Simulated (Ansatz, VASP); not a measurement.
**Ir: VASP beside Ansatz**

File INCAR:

```
SYSTEM = Ir
ALGO = Fast
EDIFF = 1E-6
ENCUT = 520
ISIF = 2
ISMEAR = 0
LASPH = .TRUE.
LCHARG = .FALSE.
LREAL = .FALSE.
LWAVE = .FALSE.
NBANDS = 16
NELM = 60
PREC = Accurate
SIGMA = 0.15
```

KPOINTS

```
k-points
0
G
  16 16 12
  0 0 0
```

The input POSCAR:

```
Ir
1.0
    0.0000000000     -1.9054060557     -1.9054060557
    0.0000000000      1.9054060557     -1.9054060557
    3.8108121114      0.0000000000      0.0000000000
Ir
2
Direct
    0.5151148885      0.4848851115      0.4719219954
   -0.0151148885      0.0151148885      0.0280780046
```

Input for Ansatz:

```yaml
crystal:
  lattice:
    - [0.0, -1.9054060557, -1.9054060557]
    - [0.0, 1.9054060557, -1.9054060557]
    - [3.8108121114, 0.0, 0.0]
  atoms:
    - { symbol: Ir, position: [0.5151148885, 0.4848851115, 0.4719219954] }
    - { symbol: Ir, position: [-0.0151148885, 0.0151148885, 0.0280780046] }
basis:
  ecutwfc: 420
kpoints:
  mp_grid: { grid: [16, 16, 12] }
hamiltonian:
  xc: lda
  pseudopotentials: { kind: paw, azcp: { folder: soft_1 } }
scf:
  occupations: { method: gaussian, width: 0.15 }
output:
  forces: true
  stress: true
  eigenvalues: true
  write_density: true
  write_potential: true
  elf: true
  volumetric_format: npy
```

Change from the starting cell: mode 4 frozen in at -0.058 Å and mode 6 at -0.107 Å (largest displacements).

Alike in both runs: task single point; functional LDA; k mesh 16 × 16 × 12; occupations gaussian, width 0.15 eV; no spin polarisation.

|  | VASP | Ansatz |
| --- | --- | --- |
| version | VASP 6.6.1 | Ansatz 0.2.0 |
| potentials or method | VASP PAW LDA potentials, release 64 (Ir), cutoff 520 eV | scalar-relativistic, plane waves, PAW |
| valence electrons in the cell | 18 | 34 |

```tsv
	VASP	Ansatz	Ansatz less VASP
gap on the k mesh at the Fermi level (eV)	none	none	-
pressure (GPa)	14.2	11.4	-2.84
traceless stress, the component that is largest in VASP (GPa)	9.22	9.18	-0.048
rms of the force components (eV/Å)	2.093	2.034	-0.0598
```

Ansatz warns that its potentials were made for another functional, while VASP's fit it. LDA's correlation is that of Perdew and Zunger in VASP and of Perdew and Wang (1992) in Ansatz. Atom by atom the forces differ by 0.060 eV/Å (rms over components). A gap of «none» marks a metal or a gap that the smearing closes. VASP's potentials hold 18 valence electrons a cell and Ansatz's 34, so a difference there can come from the potentials and not from the codes.

Neither program's run includes spin-orbit coupling.
